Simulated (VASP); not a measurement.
Here is a VASP 6.6.1 calculation.

File INCAR:

```
  PREC = Accurate
  ENCUT = 520
  EDIFF = 1E-6
  ISMEAR = -1
  SIGMA = 0.05
  LREAL = False
  LASPH = True
  NELM = 80
  ALGO = Normal
  ISIF = 2
  LWAVE = False
  LCHARG = True
  GGA = PE
  LELF = True
  LVHAR = True
  NBANDS = 11
```

KPOINTS

```
Automatic mesh
0
Gamma
  18 18 18
```

The input POSCAR:

```
Pd
1.0
    0.0000000000      1.9704937245      1.9704937245
    1.9704937245      0.0000000000      1.9704937245
    1.9704937245      1.9704937245      0.0000000000
Pd
1
Direct
    0.0000000000      0.0000000000      0.0000000000
```

Potentials or basis: VASP PAW PBE potentials, release 64 (Pd).

Command:

```console
$ cat potpaw_PBE.64/Pd/POTCAR > POTCAR
$ mpirun -np 1 vasp_std > vasp.out
```

Question: Estimate the band gap on the k mesh.

Answer: Zero (band 5 reaches 9.44 eV, above the bottom of band 6 at 7.96 eV).

Question: What does it give for the pressure?

Answer: -0.1 GPa.
